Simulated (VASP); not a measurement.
Runs of VASP 6.6.1 on Sn. The structure is that of space group P6/mmm (No. 191), or close to it. The cells are those of the table. 

| task | cell | k mesh for the DOS | occupations for the DOS | gap on the mesh (eV) | pressure (GPa) |
| --- | --- | --- | --- | --- | --- |
| single point | a = 3.213, b = 3.213, c = 3.027 Å, angles 90.0, 90.0, 120.0°, 1 atom | - | - | none | (b) |
| single point | a = 3.099, b = 3.099, c = 2.911 Å, angles 90.0, 90.0, 120.0°, 1 atom | - | - | none | 10.9 |
| single point | a = 3.268, b = 3.268, c = 3.082 Å, angles 90.0, 90.0, 120.0°, 1 atom | - | - | none | -0.1 |
| single point | a = 2.410, b = 2.410, c = 2.265 Å, angles 90.0, 90.0, 120.0°, 1 atom | - | - | none | 386.3 |
| single point | a = 2.506, b = 2.506, c = 2.357 Å, angles 90.0, 90.0, 120.0°, 1 atom | - | - | none | 254.3 |
| single point | a = 2.830, b = 2.830, c = 2.669 Å, angles 90.0, 90.0, 120.0°, 1 atom | - | - | none | 56.7 |
| single point | a = 2.972, b = 2.972, c = 2.793 Å, angles 90.0, 90.0, 120.0°, 1 atom | - | - | none | (a) |
| single point | a = 2.677, b = 2.677, c = 2.525 Å, angles 90.0, 90.0, 120.0°, 1 atom | - | - | none | 117.7 |

Alike in all rows: level PBE; potentials or basis VASP PAW PBE potentials, release 64 (Sn_d); no spin polarisation; k mesh 13 × 13 × 12; cutoff (eV) 520; smearing fermi-dirac 0.05 eV.

Q: Fill in the values left out.

A: (a) 26.5; (b) 2.6.

Caveats: spin-orbit coupling is left out, which moves the levels of the heavy elements.

A k mesh can miss the band edges, and the runs leave out spin-orbit coupling on Sn.

A gap of «none» marks levels without a gap at the run's occupations.
